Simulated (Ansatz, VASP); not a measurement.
**Hg in VASP and in Ansatz**

The input POSCAR:

```
Hg
1.0
    3.1954827370      0.0000000000      0.0000000000
   -1.5977413685      2.7673692276      0.0000000000
    0.0000000000      0.0000000000      5.2182233095
Hg
2
Direct
    0.3333333333      0.6666666667      0.2500000000
    0.6666666667      0.3333333333      0.7500000000
```

The input INCAR.step1:

```
  PREC = Accurate
  ENCUT = 600
  ISMEAR = -1
  SIGMA = 0.1
  LREAL = False
  LASPH = True
  NELM = 100
  GGA = PE
  ALGO = Normal
  EDIFF = 1E-4
  LWAVE = True
  LCHARG = False
```

INCAR.step2

```
  PREC = Accurate
  ENCUT = 600
  EDIFF = 1E-6
  ISMEAR = -1
  SIGMA = 0.1
  LREAL = False
  LASPH = True
  NELM = 100
  ALGO = Normal
  ISIF = 3
  LWAVE = False
  LCHARG = False
  METAGGA = R2SCAN
  LMIXTAU = True
  IBRION = 2
  NSW = 80
  EDIFFG = -0.01
  ISTART = 1
```

The input KPOINTS:

```
regular mesh
0
Gamma
  11 11 6
```

Input for Ansatz:

```yaml
crystal:
  lattice:
    - [3.195482737, 0.0, 0.0]
    - [-1.5977413685, 2.7673692276, 0.0]
    - [0.0, 0.0, 5.2182233095]
  atoms:
    - { symbol: Hg, position: [0.3333333333, 0.6666666667, 0.25] }
    - { symbol: Hg, position: [0.6666666667, 0.3333333333, 0.75] }
hamiltonian:
  xc: r2scan
  pseudopotentials:
    kind: paw
    azcp:
      Hg: "pseudopotentials/Hg.paw.azcp"
basis:
  ecutwfc: 500
  fft_grid_basis: typed
kpoints:
  mp_grid: { grid: [11, 11, 6], shift: [0, 0, 0] }
magnetization:
  spin_polarized: false
scf:
  occupations: { method: fermi_dirac, width: 0.1 }
relax:
  max_steps: 60
  f_tol: 0.01
  cell: {}
```

Alike in both runs: task relaxation of cell and atoms; functional r2SCAN; k mesh 11 × 11 × 6; occupations fermi-dirac, width 0.1 eV; no spin polarisation.

|  | VASP | Ansatz |
| --- | --- | --- |
| version | VASP 6.6.1 | Ansatz 0.2.0 |
| potentials or method | VASP PAW PBE potentials, release 64 (Hg), cutoff 600 eV | plane waves (500 eV) with PAW, scalar-relativistic |
| valence electrons in the cell | 24 | 40 |

```csv
,VASP,Ansatz,Ansatz less VASP
relaxed volume (Å³/atom),28.16,27.76,-0.402
relaxed cell length with the largest relative difference (Å),3.443,3.423,-0.0202
```

VASP's potentials were made for PBE, not for r2SCAN. VASP's potentials hold 24 valence electrons a cell and Ansatz's 40, so a difference there can come from the potentials and not from the codes.

Spin-orbit coupling is off throughout. Noted on VASP's run: the volume moved by over 15 % at a fixed basis, so the end points are rough.
